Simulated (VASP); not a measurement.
# CaMg (P4/mmm) in VASP: further runs, part 2 of 2

VASP 6.6.1.

### Step 3. Relaxation of cell and atoms, LDA

This run uses another cell than the first one, of 31.17 Å³/atom, 1.085 times its volume.

INCAR reads:

```
ALGO = Normal
EDIFF = 1E-7
EDIFFG = -0.005
ENCUT = 600
IBRION = 2
ISIF = 3
ISMEAR = 0
LASPH = T
LCHARG = F
LREAL = F
LWAVE = F
NELM = 100
NSW = 70
PREC = Accurate
SIGMA = 0.1
```

KPOINTS reads:

```
k-points
0
Gamma
  10 10 12
```

POSCAR reads:

```
CaMg
1.0
    3.9831321028      0.0000000000      0.0000000000
    0.0000000000      3.9831321028      0.0000000000
    0.0000000000      0.0000000000      3.9298425909
Ca Mg
1 1
Direct
    0.0000000000      0.0000000000      0.5000000000
    0.5000000000      0.5000000000      0.0000000000
```

Potentials or basis: VASP PAW LDA potentials, release 64 (Ca_sv, Mg).

Started as:

```sh
cat potpaw_LDA.64/Ca_sv/POTCAR potpaw_LDA.64/Mg/POTCAR > POTCAR
mpirun -np 1 vasp_std > vasp.out
```

OUTCAR:

```text
EDIFF = 1E-7
   EDIFFG = -0.005
   ENCUT = 600
   IBRION = 2
   ISIF = 3
   ISMEAR = 0
   LASPH = T
   LREAL = F
   NELM = 100
   NSW = 70
   PREC = Accurate

 ion  position               nearest neighbor table
   1  0.000  0.000  0.500-
   2  0.500  0.500  0.000-

  LATTYP: Found a simple tetragonal cell.
 ALAT       =     3.9831321028
 C/A-ratio  =     0.9866212040

  Lattice vectors:

 A1 = (   3.9831321028,   0.0000000000,   0.0000000000)
 A2 = (   0.0000000000,   3.9831321028,   0.0000000000)
 A3 = (   0.0000000000,   0.0000000000,   3.9298425909)

Analysis of symmetry for initial positions (statically):
=====================================================================
 Subroutine PRICEL returns:
 Original cell was already a primitive cell.

 Routine SETGRP: Setting up the symmetry group for a
 simple tetragonal supercell.

 Subroutine GETGRP returns: Found 16 space group operations
 (whereof 16 operations were pure point group operations)
 out of a pool of 16 trial point group operations.

The static configuration has the point symmetry D_4h.

Analysis of symmetry for dynamics (positions and initial velocities):
=====================================================================
 Subroutine PRICEL returns:
 Original cell was already a primitive cell.

 Routine SETGRP: Setting up the symmetry group for a
 simple tetragonal supercell.

 Subroutine GETGRP returns: Found 16 space group operations
 (whereof 16 operations were pure point group operations)
 out of a pool of 16 trial point group operations.

The dynamic configuration has the point symmetry D_4h.

 Subroutine INISYM returns: Found 16 space group operations
 (whereof 16 operations are pure point group operations),
 and found     1 'primitive' translations

----------------------------------------------------------------------------------------

                                     Primitive cell

  volume of cell :      62.3483

  direct lattice vectors                    reciprocal lattice vectors
     3.983132103  0.000000000  0.000000000     0.251058708  0.000000000  0.000000000
     0.000000000  3.983132103  0.000000000     0.000000000  0.251058708  0.000000000
     0.000000000  0.000000000  3.929842591     0.000000000  0.000000000  0.254463118

  length of vectors
     3.983132103  3.983132103  3.929842591     0.251058708  0.251058708  0.254463118

  position of ions in fractional coordinates (direct lattice)
     0.000000000  0.000000000  0.500000000
     0.500000000  0.500000000  0.000000000

  ion indices of the primitive-cell ions
   primitive index   ion index
                 1           1
                 2           2

----------------------------------------------------------------------------------------

 KPOINTS: k-points

Automatic generation of k-mesh.
 Grid dimensions read from file:
 generate k-points for:   10   10   12

 Generating k-lattice:

  Cartesian coordinates                     Fractional coordinates (reciprocal lattice)
     0.025105871  0.000000000  0.000000000     0.100000000  0.000000000  0.000000000
     0.000000000  0.025105871  0.000000000     0.000000000  0.100000000  0.000000000
     0.000000000  0.000000000  0.021205260     0.000000000  0.000000000  0.083333333
[... 42 lines left out ...]
   dimension x,y,z NGX =    32 NGY =   32 NGZ =   32
   dimension x,y,z NGXF=    64 NGYF=   64 NGZF=   64
   ions per type =               1   1
   NGX,Y,Z   is equivalent  to a cutoff of  13.36, 13.36, 13.54 a.u.
   NGXF,Y,Z  is equivalent  to a cutoff of  26.71, 26.71, 27.07 a.u.
 SYSTEM =  unknown system
   PREC   = accura    normal or accurate (medium, high low for compatibility)
   ISTART =      0    job   : 0-new  1-cont  2-samecut
   ICHARG =      2    charge: 1-file 2-atom 10-const
   ISPIN  =      1    spin polarized calculation?
   LNONCOLLINEAR =      F non collinear calculations
   LSORBIT =      F    spin-orbit coupling
   LASPH  =      T    aspherical Exc in radial PAW
   ENCUT  =  600.0 eV  44.10 Ry    6.64 a.u.   7.96  7.96  7.85*2*pi/ulx,y,z
   NELM   =    100;   NELMIN=  2; NELMDL= -5     # of ELM steps
   EDIFF  = 0.1E-06   stopping-criterion for ELM
   LREAL  =      F    real-space projection
   EDIFFG = -.5E-02   stopping-criterion for IOM
   NSW    =     70    number of steps for IOM
   IBRION =      2    ionic relax: 0-MD 1-quasi-New 2-CG
   NFREE  =      1    steps in history (QN), initial steepest desc. (CG)
   ISIF   =      3    stress and relaxation
   ISYM   =      2    0-nonsym 1-usesym 2-fastsym
   POTIM  = 0.5000    time-step for ionic-motion
   TEBEG  =    0.0;   TEEND  =   0.0 temperature during run
   PSTRESS=    0.0 pullay stress
   NELECT =      12.0000    total number of electrons
   NUPDOWN=      -1.0000    fix difference up-down
   EMIN   =  10.00;   EMAX   =-10.00  energy-range for DOS
   EFERMI =   0.00;   METHOD = LEGACY
   ISMEAR =     0;   SIGMA  =   0.10  broadening in eV -4-tet -1-fermi 0-gaus
   EFERMI_NEDOS =   21; number of points for ismear=-14 and -15
   IALGO  =     38    algorithm
   IMIX   =      4    mixing-type and parameters
     AMIX     =   0.40;   BMIX     =  1.00
     AMIX_MAG =   1.60;   BMIX_MAG =  1.00
  volume/ion in A,a.u.               =      31.17       210.37
  Fermi-wavevector in a.u.,A,eV,Ry     =   0.945207  1.786183 12.155673  0.893417
  Thomas-Fermi vector in A             =   2.073086
   LORBIT       =      0    0 simple, 1 ext, 2 COOP (PROOUT), +10 PAW based schemes
   GGA     = CA    functional components
   LHFCALC =     F    Hartree Fock is set to
   AEXX    =    0.0000 exact exchange contribution
   IVDW    =     0    specifies the selected vdW correction
   LEPSILON=     F    determine dielectric tensor
   LRPA    =     F    only Hartree local field effects (RPA)
 conjugate gradient relaxation of ions
 non-spin polarized calculation
 Gauss-broadening in eV      SIGMA  =   0.10
  energy-cutoff  :      600.00
  volume of cell :       62.35
 maximum number of plane-waves:      2108
 NGX is ok and might be reduce to    32
   NGX = 15   NGY = 15   NGZ = 15

--------------------------------------- Ionic step        1  -------------------------------------------

 number of electron      12.0000000 magnetization

 Free energy of the ion-electron system (eV)
  ---------------------------------------------------
  ext. energy  EPLUGINS =         0.00000000
  ---------------------------------------------------
  free energy    TOTEN  =        -4.25220939 eV

  energy without entropy =       -4.24417984  energy(sigma->0) =       -4.24819462

------------------------ aborting loop because EDIFF is reached ----------------------------------------

  FORCE on cell =-STRESS in cart. coord.  units (eV):
  Direction    XX          YY          ZZ          XY          YZ          ZX
  --------------------------------------------------------------------------------------
  -------------------------------------------------------------------------------------
  Total       -0.8509913     -0.8509913     -0.8383792      0.0000000      0.0000000      0.0000000
  in kB      -21.8681046    -21.8681046    -21.5440091      0.0000000      0.0000000      0.0000000
  external PRESSURE =     -21.7600727 kB  Pullay stress =       0.0000000 kB
[... 203 lines left out ...]
--------------------------------------- Ionic step        7  -------------------------------------------

 number of electron      12.0000001 magnetization

 Free energy of the ion-electron system (eV)
  ---------------------------------------------------
  ext. energy  EPLUGINS =         0.00000000
  ---------------------------------------------------
  free energy    TOTEN  =        -4.28951480 eV

  energy without entropy =       -4.28255575  energy(sigma->0) =       -4.28603527

 E-fermi :   2.3561     XC(G=0):  -8.6731

 val. band max:        2.3514145895   @ k =   0.5000   0.4000   0.1667
 cond. band min:       2.3604302732   @ k =   0.4000   0.2000   0.5000
 fundamental gap:      0.0090156838
 Fermi energy:         2.3560618192

 k-point     1 :       0.0000    0.0000    0.0000
  band No.  band energies     occupation
      1     -38.4641      2.00000
      2     -19.7449      2.00000
      3     -19.7449      2.00000
      4     -19.7405      2.00000
      5      -2.9616      2.00000
      6       3.2881      0.00000
      7       3.3131      0.00000
      8       6.2815      0.00000
      9       6.3282      0.00000
     10       6.3282      0.00000
[... 287 lines left out ...]
 k-point    24 :       0.2000    0.0000    0.0833
  band No.  band energies     occupation
      1     -38.4615      2.00000
      2     -19.7782      2.00000
      3     -19.7448      2.00000
      4     -19.7413      2.00000
      5      -2.4458      2.00000
      6       2.6242      0.00015
      7       3.4673      0.00000
      8       5.1749      0.00000
      9       5.3565      0.00000
     10       6.2382      0.00000

 [... further k-points ...]
[... 5 lines left out ...]
  --------------------------------------------------------------------------------------
  -------------------------------------------------------------------------------------
  Total       -0.0077589     -0.0077589      0.0026995      0.0000000      0.0000000     -0.0000000
  in kB       -0.2171537     -0.2171537      0.0755521      0.0000000      0.0000000     -0.0000000
  external PRESSURE =      -0.1195851 kB  Pullay stress =       0.0000000 kB
[... 17 lines left out ...]
  FREE ENERGIE OF THE ION-ELECTRON SYSTEM (eV)
  ---------------------------------------------------
  free  energy   TOTEN  =        -4.2895148040 eV

  energy  without entropy=       -4.2825557457  energy(sigma->0) =       -4.28603527

 reached required accuracy - stopping structural energy minimisation
```

Run time: 2.6 min. Hardware: 1 thread of AMD EPYC 9R45 (Zen 5), shared host; peak memory 0.24 GiB.

Results:

```yaml
Free_energy: -4.2895 eV
Relaxed_volume: 28.62 Å³/atom
Relaxed_cell: a = 3.869 Å, b = 3.869 Å, c = 3.825 Å, α = 90.00°, β = 90.00°, γ = 90.00°
Space_group_after_relaxing_to_0.05_Å: Pm-3m (No. 221)
Energy_gained_by_relaxing: 18.7 meV/atom
Ionic_steps: 7
Pressure_after_relaxing: 0.0 GPa
Band_gap_on_the_k_mesh: zero (band 6 reaches 3.29 eV, above the bottom of band 7 at 1.98 eV)
```

Step by step:
```
step  energy change (eV)  largest force (eV/Å)  pressure (GPa)  volume (Å³)
   1              0.0000                0.0000           -2.18        62.35
   2             -0.0343                0.0000           -0.68        58.61
   3             -0.0373                0.0000           -0.03        57.28
   4             -0.0373                0.0000            0.02        57.19
   5             -0.0373                0.0000            0.00        57.21
   6             -0.0373                0.0000           -0.02        57.26
   7             -0.0373                0.0000           -0.01        57.25
```

Final structure:
```
Ca Mg
1.0
     3.86851    0.00000    0.00000
     0.00000    3.86851    0.00000
     0.00000    0.00000    3.82519
Ca Mg
1 1
Cartesian
  0.0000 0.0000 1.9126
  1.9343 1.9343 0.0000
```
